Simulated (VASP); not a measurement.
# Al3O in VASP: a series of runs, part 2 of 2

VASP 6.6.1. The steps go on from the part before.

## 4. Single point, LDA

File INCAR:

```
PREC = Accurate
ENCUT = 520
EDIFF = 1E-6
ISMEAR = 0
SIGMA = 0.1
LREAL = False
LASPH = True
NELM = 60
ALGO = Normal
ISIF = 2
LWAVE = False
LCHARG = False
LDIPOL = True
IDIPOL = 3
DIPOL = 0.5 0.5 0.340
NBANDS = 16
```

File KPOINTS:

```
Automatic mesh
0
Gamma
  9 9 1
```

File POSCAR:

```
Al3O
1.0
    2.8168432364      0.0000000000      0.0000000000
    0.0000000000      2.8168432364      0.0000000000
    0.0000000000      0.0000000000     21.1042970937
Al O
3 1
Direct
    0.5000000000      0.5000000000      0.1895348602
    0.0000000000      0.0000000000      0.2867549192
    0.5000000000      0.5000000000      0.3840117042
    1.0000000000      1.0000000000      0.4991541318
```

Potentials or basis: VASP PAW LDA potentials, release 64 (Al, O).

Run with:

```
$ cat potpaw_LDA.64/Al/POTCAR potpaw_LDA.64/O/POTCAR > POTCAR
$ mpirun -np 1 vasp_std > vasp.out
```

OUTCAR:

```text
PREC = Accurate
   ENCUT = 520
   EDIFF = 1E-6
   ISMEAR = 0
   LREAL = False
   LASPH = True
   NELM = 60
   ISIF = 2

 ion  position               nearest neighbor table
   1  0.500  0.500  0.190-   2 2.86   2 2.86   2 2.86   2 2.86
   2  0.000  0.000  0.287-   1 2.86   1 2.86   1 2.86   1 2.86   3 2.86   3 2.86   3 2.86   3 2.86

   3  0.500  0.500  0.384-   2 2.86   2 2.86   2 2.86   2 2.86
   4  0.000  0.000  0.499-

  LATTYP: Found a simple tetragonal cell.
 ALAT       =     2.8168432364
 C/A-ratio  =     7.4921801899

  Lattice vectors:

 A1 = (   2.8168432364,   0.0000000000,   0.0000000000)
 A2 = (   0.0000000000,   2.8168432364,   0.0000000000)
 A3 = (   0.0000000000,   0.0000000000,  21.1042970937)

Analysis of symmetry for initial positions (statically):
=====================================================================
 Subroutine PRICEL returns:
 Original cell was already a primitive cell.

 Routine SETGRP: Setting up the symmetry group for a
 simple tetragonal supercell.

 Subroutine GETGRP returns: Found  8 space group operations
 (whereof  8 operations were pure point group operations)
 out of a pool of 16 trial point group operations.

The static configuration has the point symmetry C_4v.

Analysis of symmetry for dynamics (positions and initial velocities):
=====================================================================
 Subroutine PRICEL returns:
 Original cell was already a primitive cell.

 Routine SETGRP: Setting up the symmetry group for a
 simple tetragonal supercell.

 Subroutine GETGRP returns: Found  8 space group operations
 (whereof  8 operations were pure point group operations)
 out of a pool of 16 trial point group operations.

The dynamic configuration has the point symmetry C_4v.

 Subroutine INISYM returns: Found  8 space group operations
 (whereof  8 operations are pure point group operations),
 and found     1 'primitive' translations

[... 114 lines left out ...]
   LHFCALC =     F    Hartree Fock is set to
   AEXX    =    0.0000 exact exchange contribution
   IVDW    =     0    specifies the selected vdW correction
   LEPSILON=     F    determine dielectric tensor
   LRPA    =     F    only Hartree local field effects (RPA)
 non-spin polarized calculation
 Gauss-broadening in eV      SIGMA  =   0.10
  energy-cutoff  :      520.00
  volume of cell :      167.45
 maximum number of plane-waves:      4559
 NGX is ok and might be reduce to    24
   NGX = 11   NGY = 11   NGZ = 79

 number of electron      15.0000003 magnetization

 dipolmoment           0.000000      0.000000      0.223317 electrons x Angstroem

 Free energy of the ion-electron system (eV)
  ---------------------------------------------------
  ext. energy  EPLUGINS =         0.00000000
  ---------------------------------------------------
  free energy    TOTEN  =       -14.37521339 eV

  energy without entropy =      -14.35577617  energy(sigma->0) =      -14.36549478

 E-fermi :  -2.1829     XC(G=0):  -4.7164

 val. band max:       -2.2713752889   @ k =   0.3333   0.1111   0.0000
 cond. band min:      -2.1617406546   @ k =   0.4444   0.2222   0.0000
 fundamental gap:      0.1096346344
 Fermi energy:        -2.1828785075

 k-point     1 :       0.0000    0.0000    0.0000
  band No.  band energies     occupation
      1     -17.7057      2.00000
      2     -12.7249      2.00000
      3     -10.4294      2.00000
      4      -7.0408      2.00000
      5      -4.2835      2.00000
      6      -2.2991      1.89962
[... 262 lines left out ...]
      3      -4.3110      2.00000
      4      -3.7876      2.00000
      5      -3.5434      2.00000
      6      -3.2635      2.00000
[... 8 lines left out ...]
     15       2.5518      0.00000
     16       2.9569      0.00000

------------------------ aborting loop because EDIFF is reached ----------------------------------------

 vacuum level on the upper side and lower side of the slab       (xc-potential included)         2.321        -2.624

  FORCE on cell =-STRESS in cart. coord.  units (eV):
  Direction    XX          YY          ZZ          XY          YZ          ZX
  --------------------------------------------------------------------------------------
  -------------------------------------------------------------------------------------
  Total       -4.1069462     -4.1069462     -4.6787766      0.0000000      0.0000000     -0.0000000
  in kB      -39.2946431    -39.2946431    -44.7658305      0.0000000      0.0000000     -0.0000000
  external PRESSURE =     -41.1183722 kB  Pullay stress =       0.0000000 kB

 VOLUME and BASIS-vectors are now :
 -----------------------------------------------------------------------------
  energy-cutoff  :      520.00
  volume of cell :      167.45
      direct lattice vectors                 reciprocal lattice vectors
     2.816843236  0.000000000  0.000000000     0.355007331  0.000000000  0.000000000
     0.000000000  2.816843236  0.000000000     0.000000000  0.355007331  0.000000000
     0.000000000  0.000000000 21.104297094     0.000000000  0.000000000  0.047383715

 POSITION                                       TOTAL-FORCE (eV/Angst)
 -----------------------------------------------------------------------------------
      1.40842      1.40842      4.00000        -0.000000     -0.000000     -0.148639
      0.00000      0.00000      6.05176        -0.000000      0.000000      0.131858
      1.40842      1.40842      8.10430        -0.000000      0.000000      2.084035
      0.00000      0.00000     10.53430         0.000000      0.000000     -2.067254
 -----------------------------------------------------------------------------------
    total drift:                                0.000000      0.000000     -0.000379

  FREE ENERGIE OF THE ION-ELECTRON SYSTEM (eV)
  ---------------------------------------------------
  free  energy   TOTEN  =       -14.3752133937 eV

  energy  without entropy=      -14.3557761699  energy(sigma->0) =      -14.36549478

 vacuum level on the upper side and lower side of the slab         7.190         2.127
```

Wall time 44 s (1 thread of Intel Xeon Platinum 8488C (Sapphire Rapids), shared host); peak memory 0.22 GiB.

What came out:

```yaml
Free_energy: -14.3752 eV
Largest_force: 2.084 eV/Å
```

Forces on the atoms (eV/Å):
```
Al   0.000  0.000 -0.149
Al   0.000  0.000  0.132
Al   0.000  0.000  2.084
O    0.000  0.000 -2.067
```

Caveat: an odd number of electrons without spin polarisation forces a metal; a magnetic or distorted state may lie lower.
